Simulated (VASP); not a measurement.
Set up this calculation in VASP 6.6.1, as the native input.

| Quantity | Value |
| --- | --- |
| Task | single point |
| Functional | PBE |
| Potentials or basis | VASP PAW PBE potentials, release 64 (Ta_pv) |
| Cutoff | 520 eV |
| k mesh | 6 × 6 × 6 |
| Occupations | gaussian, width 0.1 eV |
| Spin | no spin polarisation |
| Dipole correction | no |
| Further INCAR settings | ALGO = Normal; EDIFF = 1e-06; NBANDS = 12 |

The structure of Ta lies in POSCAR:

```
Ta
1.0
    2.7499519644      0.0000000000      0.0000000000
    0.0000000000      2.7499519644      0.0000000000
    0.0000000000      0.0000000000      2.7584316469
Ta
1
Direct
    0.0000000000      0.0000000000      0.0000000000
```

This isn't the form of Ta at room conditions, which is bcc.

One way to write it, as run:

INCAR

```
PREC = Accurate
ENCUT = 520
EDIFF = 1E-6
ISMEAR = 0
SIGMA = 0.1
LREAL = F
LASPH = T
NELM = 100
ALGO = Normal
ISIF = 2
LWAVE = F
LCHARG = F
GGA = PE
NBANDS = 12
```

KPOINTS

```
regular mesh
0
Gamma
  6 6 6
```

Potentials or basis: VASP PAW PBE potentials, release 64 (Ta_pv).

Run with:

```bash
$ cat potpaw_PBE.64/Ta_pv/POTCAR > POTCAR
$ mpirun -np 1 vasp_std > vasp.out
```

It gave:

* Pressure: 0.0 GPa
* Band gap on the k mesh: zero (an odd number of electrons rules out a gap without spin polarisation)

Caveat: the k points lie up to 0.38 Å⁻¹ apart, too coarse for converged energies and pressures of a metal; spin-orbit coupling is left out, which moves the levels of the heavy elements.

Run time: 4 s on 1 thread of Intel(R) Xeon(R) 6975P-C (Granite Rapids) (shared host), peak memory 0.13 GiB.
